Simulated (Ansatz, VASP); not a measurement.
## SnO: VASP beside Ansatz

```
CELL_PARAMETERS angstrom
3.86839 0.00000 0.00000
0.00000 3.86839 0.00000
0.00000 0.00000 5.06813
ATOMIC_POSITIONS crystal
Sn 0.50000 0.00000 0.22866
Sn 0.00000 0.50000 0.77134
O 0.00000 0.00000 0.00000
O 0.50000 0.50000 0.00000
```

Alike in both runs: functional PBE; k mesh 10 × 10 × 8; occupations gaussian, width 0.02 eV; no spin polarisation.

Ansatz relaxed the structure, and its values are those at the end. VASP's run is a single point on that final structure, the one shown.

|  | VASP | Ansatz |
| --- | --- | --- |
| version | VASP 6.6.1 | Ansatz 0.2.0 |
| potentials or method | VASP PAW PBE potentials, release 64 (Sn_d, O), cutoff 520 eV | scalar-relativistic, plane waves, PAW |
| valence electrons in the cell | 40 | 40 |

```csv
,VASP,Ansatz,Ansatz less VASP
gap on the k mesh at the Fermi level (eV),0.51,0.50,-0.009
least direct gap on the mesh (eV),1.91,1.94,+0.030
pressure (GPa),0.2,0.0,-0.19
rms of the force components (eV/Å),0.033,0.001,-0.0314
```
